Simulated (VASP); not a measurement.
A run of VASP 6.6.1:

INCAR

```
ALGO     = Normal         # electronic algorithm
EDIFF    = 1E-6           # SCF threshold, eV
ENCUT    = 520            # plane-wave cutoff, eV
GGA      = PE             # functional
ISIF     = 2              # what is computed and relaxed
ISMEAR   = 0              # smearing method
LASPH    = T              # aspherical terms in the spheres
LCHARG   = T              # write CHGCAR
LELF     = T              # ELF
LREAL    = F              # projectors in reciprocal space
LVHAR    = T            
LWAVE    = F              # write WAVECAR
NBANDS   = 19             # bands
NELM     = 80             # most SCF steps
PREC     = Accurate       # precision mode
SIGMA    = 0.05           # smearing width, eV
```

KPOINTS

```
k-points
0
Gamma
  8 8 8
```

The input POSCAR:

```
HfSi3
1.0
    3.9735079819      0.0000000000      0.0000000000
    0.0000000000      4.0529781415      0.0000000000
    0.0000000000      0.0000000000      3.9735079819
Hf Si
1 3
Direct
    0.0000000000      0.0000000000      0.0000000000
    0.0000000000      0.5000000000      0.5000000000
    0.5000000000      0.5000000000      0.0000000000
    0.5000000000      0.0000000000      0.5000000000
```

Potentials or basis: VASP PAW PBE potentials, release 64 (Hf_pv, Si).

Command:

```bash
$ cat potpaw_PBE.64/Hf_pv/POTCAR potpaw_PBE.64/Si/POTCAR > POTCAR
$ mpirun -np 1 vasp_std > vasp.out
```

Hardware: 1 thread of Intel(R) Xeon(R) Platinum 8259CL CPU @ 2.50GHz (Skylake/Cascade Lake), with other jobs on the host.

Problem. How long does it take, and how much memory?

Solution. It took 62 s on 1 thread of Intel(R) Xeon(R) Platinum 8259CL CPU @ 2.50GHz (Skylake/Cascade Lake), with other jobs on the host, peak memory 0.22 GiB. Counts: scf iterations 13, k points 75.
